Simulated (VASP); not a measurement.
A run of VASP 6.6.1 is set up as follows.

Contents of INCAR:

```
PREC     = Accurate       # precision mode
ENCUT    = 520            # plane-wave cutoff, eV
EDIFF    = 1E-7           # SCF threshold, eV
ISMEAR   = 0              # smearing method
SIGMA    = 0.02           # smearing width, eV
LREAL    = Auto         
LASPH    = True           # aspherical terms in the spheres
NELM     = 80             # most SCF steps
ALGO     = Normal         # electronic algorithm
ISIF     = 2              # what is computed and relaxed
LWAVE    = False          # write WAVECAR
LCHARG   = True           # write CHGCAR
GGA      = PE             # functional
LELF     = True           # ELF
LVHAR    = True         
NELECT   = 64.0         
NBANDS   = 46             # bands
```

The input KPOINTS:

```
Automatic mesh
0
Gamma
  2 2 2
```

POSCAR

```
Mg8HO8
1.0
    0.0000000000      4.1948000000      4.1948000000
    4.1948000000      0.0000000000      4.1948000000
    4.1948000000      4.1948000000      0.0000000000
Mg O H
8 8 1
Direct
   -0.0027037046      0.0090620530     -0.0181747640
   -0.0027456613      0.0110189997      0.4894394250
   -0.0060548775      0.5064172309     -0.0096426528
   -0.0027666396      0.4994828121      0.4894539668
    0.5126332602      0.0346128540     -0.0203275484
    0.4966087775      0.0027909555      0.4950241966
    0.5124531563      0.4704354200     -0.0203701011
    0.5056416277      0.5019890102      0.4875170449
    0.2492501430      0.2544599266      0.2389624058
    0.2479115810      0.2595192858      0.7381301850
    0.2583002765      0.7554212358      0.2278976352
    0.2478951321      0.7516249881      0.7381154048
    0.7500280109      0.2496144035      0.2396718556
    0.7583950367      0.2549195432      0.7289972108
    0.7500261037      0.7578524602      0.2396742395
    0.7271542147      0.7553512682      0.7593495518
    0.4092346477      0.7711346191      1.0458144608
```

Potentials or basis: VASP PAW PBE potentials, release 64 (Mg, O, H).

Command:

```console
$ cat potpaw_PBE.64/Mg/POTCAR potpaw_PBE.64/O/POTCAR potpaw_PBE.64/H/POTCAR > POTCAR
$ mpirun -np 1 vasp_std > vasp.out
```

(1) Predict the largest force.

## Answers

(1) 0.198 eV/Å.

Caveat: the k points lie up to 0.65 Å⁻¹ apart; the cell carries a net charge on a neutralising background, which shifts energy and pressure.
